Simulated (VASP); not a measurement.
# GaAs (F-43m) in VASP: a series of runs, part 2 of 2

VASP 6.6.1. Earlier steps stand in the parts before.

### Step 3. Single point, PBE

This run uses another cell than the first one, of 23.71 Å³/atom.

The input, INCAR:

```
ALGO = Normal ; EDIFF = 1E-7
ENCUT = 520 ; GGA = PE
ISIF = 2 ; ISMEAR = 0
LASPH = True ; LCHARG = False
LREAL = False ; LWAVE = False
NBANDS = 16 ; NELM = 100
PREC = Accurate ; SIGMA = 0.02
```

The input, KPOINTS:

```
k-points
0
Gamma
  12 12 12
```

The input, POSCAR:

```
GaAs
1.0
    0.0000000000      2.8726923284      2.8726923284
    2.8726923284      0.0000000000      2.8726923284
    2.8726923284      2.8726923284      0.0000000000
Ga As
1 1
Direct
    0.0000000000      0.0000000000      0.0000000000
    0.2500000000      0.2500000000      0.2500000000
```

Potentials or basis: VASP PAW PBE potentials, release 64 (Ga_d, As).

Launch:

```console
$ cat potpaw_PBE.64/Ga_d/POTCAR potpaw_PBE.64/As/POTCAR > POTCAR
$ mpirun -np 1 vasp_std > vasp.out
```

OUTCAR:

```text
EDIFF = 1E-7
   ENCUT = 520
   GGA = PE
   ISIF = 2
   ISMEAR = 0
   LASPH = True
   LREAL = False
   NELM = 100
   PREC = Accurate

 ion  position               nearest neighbor table
   1  0.000  0.000  0.000-   2 2.49   2 2.49   2 2.49   2 2.49
   2  0.250  0.250  0.250-   1 2.49   1 2.49   1 2.49   1 2.49

  LATTYP: Found a face centered cubic cell.
 ALAT       =     5.7453846568

  Lattice vectors:

 A1 = (   0.0000000000,   2.8726923284,   2.8726923284)
 A2 = (   2.8726923284,   0.0000000000,   2.8726923284)
 A3 = (   2.8726923284,   2.8726923284,   0.0000000000)

Analysis of symmetry for initial positions (statically):
=====================================================================
 Subroutine PRICEL returns:
 Original cell was already a primitive cell.

 Routine SETGRP: Setting up the symmetry group for a
 face centered cubic supercell.

 Subroutine GETGRP returns: Found 24 space group operations
 (whereof 24 operations were pure point group operations)
 out of a pool of 48 trial point group operations.

The static configuration has the point symmetry T_d .

[... 154 lines left out ...]
  ext. energy  EPLUGINS =         0.00000000
  ---------------------------------------------------
  free energy    TOTEN  =        -8.27627282 eV

  energy without entropy =       -8.27627282  energy(sigma->0) =       -8.27627282

 E-fermi :   3.5732     XC(G=0):  -9.3728

 val. band max:        3.4891339567   @ k =   0.0000   0.0000   0.0000
 cond. band min:       3.6525443737   @ k =   0.0000   0.0000   0.0000
 fundamental gap:      0.1634104170
 Fermi energy:         3.5732247868

 k-point     1 :       0.0000    0.0000    0.0000
  band No.  band energies     occupation
      1     -11.2366      2.00000
      2     -11.2366      2.00000
      3     -11.2366      2.00000
      4     -11.1685      2.00000
      5     -11.1685      2.00000
      6      -8.9004      2.00000
[... 433 lines left out ...]
      3     -11.2140      2.00000
      4     -11.1690      2.00000
      5     -11.1661      2.00000
      6      -7.1067      2.00000
[... 8 lines left out ...]
     15      13.7047      0.00000
     16      14.4111      0.00000

 [... further k-points ...]
[... 5 lines left out ...]
  --------------------------------------------------------------------------------------
  -------------------------------------------------------------------------------------
  Total        0.0513706      0.0513706      0.0513706     -0.0000000     -0.0000000      0.0000000
  in kB        1.7359132      1.7359132      1.7359132     -0.0000000     -0.0000000      0.0000000
  external PRESSURE =       1.7359132 kB  Pullay stress =       0.0000000 kB

 VOLUME and BASIS-vectors are now :
 -----------------------------------------------------------------------------
  energy-cutoff  :      520.00
  volume of cell :       47.41
      direct lattice vectors                 reciprocal lattice vectors
     0.000000000  2.872692328  2.872692328    -0.174052750  0.174052750  0.174052750
     2.872692328  0.000000000  2.872692328     0.174052750 -0.174052750  0.174052750
     2.872692328  2.872692328  0.000000000     0.174052750  0.174052750 -0.174052750

 POSITION                                       TOTAL-FORCE (eV/Angst)
 -----------------------------------------------------------------------------------
      0.00000      0.00000      0.00000        -0.000000     -0.000000     -0.000000
      1.43635      1.43635      1.43635         0.000000      0.000000      0.000000
 -----------------------------------------------------------------------------------
    total drift:                                0.000002      0.000002      0.000002

  FREE ENERGIE OF THE ION-ELECTRON SYSTEM (eV)
  ---------------------------------------------------
  free  energy   TOTEN  =        -8.2762728155 eV

  energy  without entropy=       -8.2762728155  energy(sigma->0) =       -8.27627282
```

It took 21 s on 1 thread of AMD EPYC 9R45 (Zen 5), shared host; peak memory 0.17 GiB.

Results:

```
Free energy            : -8.2763 eV
Pressure               : 0.2 GPa
Band gap on the k mesh : 0.16 eV
```

Levels at points of the mesh, in eV from the valence-band top:
| k point | band 6 | band 7 | band 8 | band 9 | band 10 | band 11 | band 12 | band 13 |
| --- | --- | --- | --- | --- | --- | --- | --- | --- |
| (0.00, 0.00, 0.00) | -12.39 | 0.00 | 0.00 | 0.00 | 0.16 | 3.72 | 3.72 | 3.72 |
| (0.50, 0.00, 0.00) | -10.77 | -6.38 | -1.07 | -1.07 | 0.87 | 4.62 | 4.62 | 7.70 |
| (0.50, 0.50, 0.00) | -10.09 | -6.60 | -2.51 | -2.51 | 1.55 | 1.68 | 9.79 | 9.79 |

### Step 4. Single point, r2SCAN

This run uses another cell than the first one, of 23.71 Å³/atom.

POSCAR is that of step 3.

The input, INCAR.step1:

```
PREC = Accurate
ENCUT = 520
ISMEAR = 0
SIGMA = 0.02
LREAL = F
LASPH = T
NELM = 60
NBANDS = 16
GGA = PE
ALGO = Normal
EDIFF = 1E-4
LWAVE = T
LCHARG = F
```

The input, INCAR.step2:

```
PREC = Accurate
ENCUT = 520
EDIFF = 1E-6
ISMEAR = 0
SIGMA = 0.02
LREAL = F
LASPH = T
NELM = 60
ALGO = Normal
ISIF = 2
LWAVE = F
LCHARG = F
METAGGA = R2SCAN
LMIXTAU = T
NBANDS = 16
ISTART = 1
```

The input, KPOINTS:

```
regular mesh
0
Gamma
  12 12 12
```

Launch:

```console
$ cat potpaw_PBE.64/Ga_d/POTCAR potpaw_PBE.64/As/POTCAR > POTCAR
$ cp INCAR.step1 INCAR
$ mpirun -np 1 vasp_std > vasp.out
$ cp INCAR.step2 INCAR
$ mpirun -np 1 vasp_std > vasp.out
```

It took 77 s on 1 thread of AMD EPYC 9R45 (Zen 5), shared host; peak memory 0.17 GiB.

It converged, with:

```
Free energy            : -27.0409 eV
Pressure               : -2.6 GPa
Band gap on the k mesh : 0.61 eV
```

Levels at points of the mesh, in eV from the valence-band top:
| k point | band 7 | band 8 | band 9 | band 10 | band 11 | band 12 |
| --- | --- | --- | --- | --- | --- | --- |
| (0.00, 0.00, 0.00) | 0.00 | 0.00 | 0.00 | 0.61 | 4.03 | 4.03 |
| (0.50, 0.00, 0.00) | -6.55 | -1.11 | -1.11 | 1.22 | 4.97 | 4.97 |
| (0.50, 0.50, 0.00) | -6.77 | -2.60 | -2.60 | 1.84 | 1.96 | 10.46 |

Caveat: the PAW data sets were made with another functional, which shifts forces and pressure a little. r2SCAN opens gaps a little over a GGA but as a rule still falls short of measured ones.

### Step 5. Relaxation of cell and atoms, PBE

The input, INCAR:

```
SYSTEM = GaAs
ALGO = Normal
EDIFF = 1E-7
EDIFFG = -0.01
ENCUT = 600
GGA = PE
IBRION = 2
ISIF = 3
ISMEAR = 0
LASPH = .True.
LCHARG = .False.
LREAL = .False.
LWAVE = .False.
NELM = 60
NSW = 100
PREC = Accurate
SIGMA = 0.02
```

The input, KPOINTS:

```
k-points
0
Gamma
  12 12 12
  0 0 0
```

The input, POSCAR:

```
GaAs
1.0
    0.0000000000      2.8268499400      2.8268499400
    2.8268499400      0.0000000000      2.8268499400
    2.8268499400      2.8268499400      0.0000000000
Ga As
1 1
Direct
    0.0000000000      0.0000000000      0.0000000000
    0.2500000000      0.2500000000      0.2500000000
```

Launch:

```console
$ cat potpaw_PBE.64/Ga_d/POTCAR potpaw_PBE.64/As/POTCAR > POTCAR
$ mpirun -np 1 vasp_std > vasp.out
```

Wall time 48 s (1 thread of AMD EPYC 9R45 (Zen 5), shared host); peak memory 0.19 GiB.

Results (log left out):

* Free energy: -8.2759 eV
* Relaxed volume: 23.77 Å³/atom
* Relaxed cell: a = 4.066 Å, b = 4.066 Å, c = 4.066 Å, α = 60.00°, β = 60.00°, γ = 60.00°
* Space group after relaxing (to 0.1 Å): F-43m (No. 216)
* Energy gained by relaxing: 12.1 meV/atom
* Ionic steps: 3
* Pressure after relaxing: 0.0 GPa
* Band gap on the k mesh: 0.15 eV

Step by step:
```tsv
step	energy change (eV)	largest force (eV/Å)	pressure (GPa)	volume (Å³)
1	0.0000	0.0000	3.47	45.18
2	-0.0210	0.0000	-1.08	48.46
3	-0.0243	0.0000	-0.01	47.53
```

Final structure:
```xyz
2
Lattice="0.0000 2.8751 2.8751 2.8751 0.0000 2.8751 2.8751 2.8751 0.0000" Properties=species:S:1:pos:R:3 pbc="T T T"
Ga    0.0000    0.0000    0.0000
As    1.4375    1.4375    1.4375
```

Levels at points of the mesh, in eV from the valence-band top:
```tsv
k point	band 5	band 6	band 7	band 8	band 9	band 10	band 11	band 12	band 13
(0.00, 0.00, 0.00)	-14.65	-12.37	0.00	0.00	0.00	0.15	3.72	3.72	3.72
(0.50, 0.00, 0.00)	-14.65	-10.76	-6.37	-1.07	-1.07	0.86	4.62	4.62	7.70
(0.50, 0.50, 0.00)	-14.64	-10.09	-6.59	-2.50	-2.50	1.56	1.68	9.77	9.77
```

PBE usually gives volumes a little too large and moduli too small. Zero-point motion and thermal expansion aren't in these numbers.

### Step 6. Overview

| task | level | cell | k mesh | cutoff (eV) | smearing | gap on the mesh (eV) | pressure (GPa) |
| --- | --- | --- | --- | --- | --- | --- | --- |
| single point | PBE | a = 3.998 Å, angles 60.0°, 2 atoms | 6 × 6 × 6 | 520 | gaussian 0.1 eV | 0.52 | 3.4 |
| single point | PBE | a = 4.063 Å, angles 60.0°, 2 atoms | 12 × 12 × 12 | 520 | gaussian 0.02 eV | 0.16 | 0.2 |
| single point | r2SCAN | a = 4.063 Å, angles 60.0°, 2 atoms | 12 × 12 × 12 | 520 | gaussian 0.02 eV | 0.61 | -2.6 |
| relaxation of cell and atoms | PBE | relaxed from a = 3.998 Å, angles 60.0°, 2 atoms | 12 × 12 × 12 | 600 | gaussian 0.02 eV | 0.15 | 0.0 |

Alike in all rows: potentials or basis VASP PAW PBE potentials, release 64 (Ga_d, As); no spin polarisation.

Caveats: the cell stands under pressure (at least some runs); the PAW data sets were made with another functional, which shifts forces and pressure a little (at least some runs).

Absolute energies hang on the potentials; compare differences alone.

### Step 7. Against experiment

Step 3. Against the measured gap of GaAs, 1.418 eV (direct; 300 K; “Evidence of valence band perturbations in GaAsN/GaAs(001): A combined variable-angle spectroscopic ellipsometry and modulated photoreflectance investigation”, 2008, arxiv:0805.2212), the calculated 0.16 eV is off by -1.25 eV. So large a miss can be the level of theory's own, or it may mean another phase, state or a wrong row. 3 values of this kind are on record (1.412 to 1.51 eV); this one was drawn at random among those near their median, those with a stated uncertainty first. Spin-orbit coupling on As, Ga is left out. The value is that of PBE, without temperature or zero-point motion. Semilocal functionals fall short of measured gaps as a rule.
